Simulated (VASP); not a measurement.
Here is a VASP 6.6.1 calculation.

File INCAR:

```
PREC = Accurate
ENCUT = 520
EDIFF = 1E-7
ISMEAR = 0
SIGMA = 0.05
LREAL = False
LASPH = True
NELM = 80
ALGO = Normal
ISIF = 2
LWAVE = False
LCHARG = True
GGA = CA
LELF = True
LVHAR = True
NBANDS = 16
```

KPOINTS

```
Automatic mesh
0
Gamma
  12 12 4
```

POSCAR

```
BN
1.0
    2.4883517152      0.0000000000      0.0000000000
   -1.2441758576      2.1549757989      0.0000000000
    0.0000000000      0.0000000000      6.4952714932
B N
2 2
Direct
    0.3333333333      0.6666666667      0.2500000000
    0.6666666667      0.3333333333      0.7500000000
    0.3333333333      0.6666666667      0.7500000000
    0.6666666667      0.3333333333      0.2500000000
```

Potentials or basis: VASP PAW LDA potentials, release 64 (B, N).

Run with:

```bash
$ cat potpaw_LDA.64/B/POTCAR potpaw_LDA.64/N/POTCAR > POTCAR
$ mpirun -np 1 vasp_std > vasp.out
```

Question: What does it give for the band gap on the k mesh?

Answer: 4.05 eV, indirect (least direct gap 4.47 eV).

Question: Predict the pressure.

Answer: 0.6 GPa.

Stress tensor (GPa, compression positive):
```
 1.04  0.00  0.00
 0.00  1.04  0.00
 0.00  0.00 -0.18
```

A k mesh can miss the band edges. As with any semilocal functional, this LDA gap is likely too small.
